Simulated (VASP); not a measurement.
Write the native input for VASP 6.6.1 that does the following.

```yaml
Task: relaxation of cell and atoms
Functional: PBE
Potentials_or_basis: VASP PAW PBE potentials, release 64 (Sc_sv, Al, N)
Cutoff: 600 eV
k_mesh: 10 × 10 × 10
Occupations: gaussian, width 0.1 eV
Spin: no spin polarisation
Dipole_correction: no
Further_INCAR_settings: ALGO = Normal; EDIFF = 1e-06; IBRION = 2; EDIFFG = -0.01; NSW = 100; ISIF = 3
```

The structure of ScAl4N lies in POSCAR:

```
ScAl4N
1.0
    0.0000000000      3.7041036994      3.7041036994
    3.7041036994      0.0000000000      3.7041036994
    3.7041036994      3.7041036994      0.0000000000
Sc Al N
1 4 1
Direct
    0.7500000000      0.7500000000      0.7500000000
    0.1237150047      0.1237150047      0.6288549860
    0.1237150047      0.1237150047      0.1237150047
    0.6288549860      0.1237150047      0.1237150047
    0.1237150047      0.6288549860      0.1237150047
    0.5000000000      0.5000000000      0.5000000000
```

The cell was built from a structure type or drawn by symmetry, and may not be a known phase.

These files were run (other wordings do the same):

INCAR

```
SYSTEM = ScAl4N
  PREC = Accurate
  ENCUT = 600
  EDIFF = 1E-6
  ISMEAR = 0
  SIGMA = 0.1
  LREAL = .False.
  LASPH = .True.
  NELM = 60
  ALGO = Normal
  ISIF = 3
  LWAVE = .False.
  LCHARG = .False.
  GGA = PE
  IBRION = 2
  NSW = 100
  EDIFFG = -0.01
```

KPOINTS

```
Automatic mesh
0
Gamma
  10 10 10
  0 0 0
```

Potentials or basis: VASP PAW PBE potentials, release 64 (Sc_sv, Al, N).

Command:

```console
$ cat potpaw_PBE.64/Sc_sv/POTCAR potpaw_PBE.64/Al/POTCAR potpaw_PBE.64/N/POTCAR > POTCAR
$ mpirun -np 1 vasp_std > vasp.out
```

It gave:

```
Relaxed volume                        : 16.99 Å³/atom
Relaxed cell                          : a = 5.243 Å, b = 5.243 Å, c = 5.243 Å, α = 60.00°, β = 60.00°, γ = 60.00°
Space group after relaxing (to 0.1 Å) : F-43m (No. 216)
Energy gained by relaxing             : 0.2 meV/atom
Ionic steps                           : 3
Pressure after relaxing               : 0.0 GPa
```

Caveat: the highest band is partly filled, so the run has too few bands.

It took 6.5 min on 1 thread of Intel Xeon 8259CL, on a shared host, peak memory 0.35 GiB.
